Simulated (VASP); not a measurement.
Input of a VASP 6.6.1 run:

File POSCAR:

```
Mg2C
1.0
    0.0000000000      2.7109426128      2.7109426128
    2.7109426128      0.0000000000      2.7109426128
    2.7109426128      2.7109426128      0.0000000000
C Mg
1 2
Direct
    0.0000000000      0.0000000000      0.0000000000
    0.2500000000      0.2500000000      0.2500000000
    0.7500000000      0.7500000000      0.7500000000
```

The input INCAR.step1:

```
SYSTEM = Mg2C
PREC = Accurate
ENCUT = 520
ISMEAR = -1
SIGMA = 0.02
LREAL = .FALSE.
LASPH = .TRUE.
NELM = 100
NBANDS = 11
GGA = PE
ALGO = Normal
EDIFF = 1E-4
LWAVE = .TRUE.
LCHARG = .FALSE.
```

The input INCAR.step2:

```
SYSTEM = Mg2C
PREC = Accurate
ENCUT = 520
EDIFF = 1E-6
ISMEAR = -1
SIGMA = 0.02
LREAL = .FALSE.
LASPH = .TRUE.
NELM = 100
ALGO = Normal
ISIF = 2
LWAVE = .FALSE.
LCHARG = .TRUE.
METAGGA = R2SCAN
LMIXTAU = .TRUE.
LELF = .TRUE.
LVHAR = .TRUE.
NBANDS = 11
ISTART = 1
```

The input KPOINTS:

```
Automatic mesh
0
G
  8 8 8
  0 0 0
```

Potentials or basis: VASP PAW PBE potentials, release 64 (C, Mg).

The run is started by

```bash
$ cat potpaw_PBE.64/C/POTCAR potpaw_PBE.64/Mg/POTCAR > POTCAR
$ cp INCAR.step1 INCAR
$ mpirun -np 1 vasp_std > vasp.out
$ cp INCAR.step2 INCAR
$ mpirun -np 1 vasp_std > vasp.out
```

(1) Predict the band gap on the k mesh.

(2) Predict the pressure.

Results:

(1) 1.11 eV (least direct gap 1.95 eV).

(2) -0.4 GPa.

Caveat: the structure was generated, so it needn't be the stable form of Mg2C; the PAW data sets were made with another functional, which shifts forces and pressure a little.
